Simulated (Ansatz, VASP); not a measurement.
TiSi16: VASP beside Ansatz

```
Si Ti
1.0
     0.00000    5.43000    5.43000
     5.43000    0.00000    5.43000
     5.43000    5.43000    0.00000
Si Ti
16 1
Direct
  0.98757 0.00433 0.00421
  0.12147 0.12857 0.12848
  0.00123 0.99594 0.50158
  0.12153 0.12856 0.62179
  0.00124 0.50168 0.99582
  0.12151 0.62192 0.12846
  0.00132 0.50171 0.50162
  0.12469 0.62536 0.62523
  0.50386 0.00434 0.00422
  0.62490 0.12518 0.12503
  0.50388 0.00443 0.48778
  0.62808 0.12856 0.62180
  0.50386 0.48794 0.00430
  0.62808 0.62192 0.12847
  0.49531 0.50172 0.50162
  0.62811 0.62194 0.62180
  0.37482 0.87524 0.87510
```

Alike in both runs: functional PBE; k mesh 2 × 2 × 2; occupations gaussian, width 0.05 eV; no spin polarisation.

Ansatz relaxed the structure, and its values are those at the end. VASP's run is a single point on that final structure, the one shown.

```csv
,VASP,Ansatz
version,VASP 6.6.1,Ansatz 0.2.0
potentials or method,"VASP PAW PBE potentials, release 64 (Si, Ti_sv), cutoff 520 eV","scalar-relativistic, plane waves, PAW"
valence electrons in the cell,76,76
```

|  | VASP | Ansatz | Ansatz less VASP |
| --- | --- | --- | --- |
| rms of the force components (eV/Å) | 0.003 | 0.003 | -0.0009 |

The k mesh is coarse, so the values compare programs but aren't converged.
